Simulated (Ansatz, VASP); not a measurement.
# One calculation of BaTiO3, two programs

File POSCAR:

```
BaTiO3
1.0
    4.0265816700     -2.8673009000     -2.8761442000
    0.0000000000      2.8673009000     -2.8761442000
    4.0265816700      2.8673009000      2.8761442000
Ba Ti O
2 2 6
Direct
    0.0000000000      0.0000000000      0.0000000000
    0.5000000000      0.0000000000      0.5000000000
    0.9960500000      0.4921000000      0.5039500000
    0.4960500000      0.4921000000      0.0039500000
    0.7539500000      0.5079000000      0.2460500000
    0.2539500000      0.5079000000      0.7460500000
    0.9987450000      0.0062900000      0.5012550000
    0.4987450000      0.0062900000      0.0012550000
    0.7531450000      0.4974900000      0.7468550000
    0.2531450000      0.4974900000      0.2468550000
```

INCAR.step1

```
SYSTEM = BaTiO3
PREC = Accurate
ENCUT = 520
ISMEAR = -1
SIGMA = 0.1
LREAL = .False.
LASPH = .True.
NELM = 60
NBANDS = 51
GGA = PE
ALGO = Normal
EDIFF = 1E-4
LWAVE = .True.
LCHARG = .False.
```

INCAR.step2

```
SYSTEM = BaTiO3
PREC = Accurate
ENCUT = 520
EDIFF = 1E-6
ISMEAR = -1
SIGMA = 0.1
LREAL = .False.
LASPH = .True.
NELM = 60
ALGO = Normal
ISIF = 2
LWAVE = .False.
LCHARG = .False.
METAGGA = R2SCAN
LMIXTAU = .True.
NBANDS = 51
ISTART = 1
```

KPOINTS

```
Automatic mesh
0
Gamma
  5 6 5
  0 0 0
```

Input for Ansatz:

```yaml
crystal:
  lattice:
    - [-4.02658167, 2.8673009, 2.8761442]
    - [0.0, -2.8673009, 2.8761442]
    - [-4.02658167, -2.8673009, -2.8761442]
  atoms:
    - { symbol: Ba, position: [0.0, 0.0, 0.0] }
    - { symbol: Ba, position: [0.5, 0.0, 0.5] }
    - { symbol: Ti, position: [0.00395, 0.5079, 0.49605] }
    - { symbol: Ti, position: [0.50395, 0.5079, 0.99605] }
    - { symbol: O, position: [0.24605, 0.4921, 0.75395] }
    - { symbol: O, position: [0.74605, 0.4921, 0.25395] }
    - { symbol: O, position: [0.001255, 0.99371, 0.498745] }
    - { symbol: O, position: [0.501255, 0.99371, 0.998745] }
    - { symbol: O, position: [0.246855, 0.50251, 0.253145] }
    - { symbol: O, position: [0.746855, 0.50251, 0.753145] }
  symmetry: { tolerance: 0.0003 }
kpoints:
  mp_grid: { grid: [5, 6, 5], shift: [0, 0, 0] }
  band_path:
    path:
      - [0.0, 0.0, 0.0]
      - [-0.5, -0.5, 0.5]
      - [-0.50153499, -0.49846501, 0.50153499]
      - [-0.49846501, 0.49846501, 0.49846501]
      - [0.0, 0.0, 0.0]
      - [-0.5, 0.0, -0.5]
      - [-0.99846501, 0.49846501, -0.00153499]
      - [-1.00153499, -0.49846501, 0.00153499]
      - [-1.0, -0.5, 0.0]
      - [-0.5, -0.5, 0.5]
      - [0.0, 0.0, 0.0]
    npoints: 6
magnetization:
  spin_polarized: false
scf:
  occupations: { method: fermi_dirac }
  lower_state_search: "off"
  max_iter: 200
hamiltonian:
  pseudopotentials: { kind: paw }
  xc: r2scan
basis:
  ecutwfc: 500
  fft_grid_basis: typed
output:
  forces: true
  stress: true
  eigenvalues: true
  populations: true
  elf: true
  write_potential: true
  volumetric_format: npy
  dos:
    e_range: [-12, 8]
    de: 0.05
    projected: { site_lists: { Ba: [Ba], O: [O], Ti: [Ti] } }
checkpoint:
  read: saved_state
```

Alike in both runs: task single point; functional r2SCAN; k mesh 5 × 6 × 5; no spin polarisation.

```csv
,VASP,Ansatz
version,VASP 6.6.1,Ansatz 0.2.0
potentials or method,"VASP PAW PBE potentials, release 64 (Ba_sv, Ti_sv, O), cutoff 520 eV",PAW plane waves
occupations,"fermi-dirac, width 0.1 eV",fermi-dirac
valence electrons in the cell,80,80
```

```tsv
	VASP	Ansatz	Ansatz less VASP
pressure (GPa)	-4.7	-6.5	-1.75
rms of the force components (eV/Å)	0.126	0.145	+0.0185
```

VASP's potentials were made for PBE, not for r2SCAN.

Neither program's run includes spin-orbit coupling.
